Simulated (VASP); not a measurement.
A run of VASP 6.6.1 is set up as follows.

File INCAR:

```
SYSTEM = Rh
  PREC = Accurate
  ENCUT = 520
  EDIFF = 1E-6
  ISMEAR = 1
  SIGMA = 0.1
  LREAL = .FALSE.
  LASPH = .TRUE.
  NELM = 100
  ALGO = Normal
  ISIF = 2
  LWAVE = .FALSE.
  LCHARG = .TRUE.
  GGA = CA
  LELF = .TRUE.
  LVHAR = .TRUE.
  NBANDS = 22
```

KPOINTS

```
Automatic mesh
0
G
  12 12 7
  0 0 0
```

POSCAR

```
Rh
1.0
    2.7932702326      0.0000000000      0.0000000000
   -1.3966356277      2.4190427855      0.0000000000
    0.0000000000      0.0000000000      4.5294989449
Rh
2
Direct
    0.6666666667      0.3333333333      0.7500000000
    0.3333333333      0.6666666667      0.2500000000
```

Potentials or basis: VASP PAW LDA potentials, release 64 (Rh_pv).

Launch:

```sh
$ cat potpaw_LDA.64/Rh_pv/POTCAR > POTCAR
$ mpirun -np 1 vasp_std > vasp.out
```

Q: Predict the band gap on the k mesh.

A: Zero (band 15 reaches 10.42 eV, above the bottom of band 16 at 8.40 eV).

Q: Predict the pressure.

A: -30.6 GPa.

Stress tensor (GPa, compression positive):
```
-30.49   0.00   0.00
  0.00 -30.49   0.00
  0.00   0.00 -30.96
```
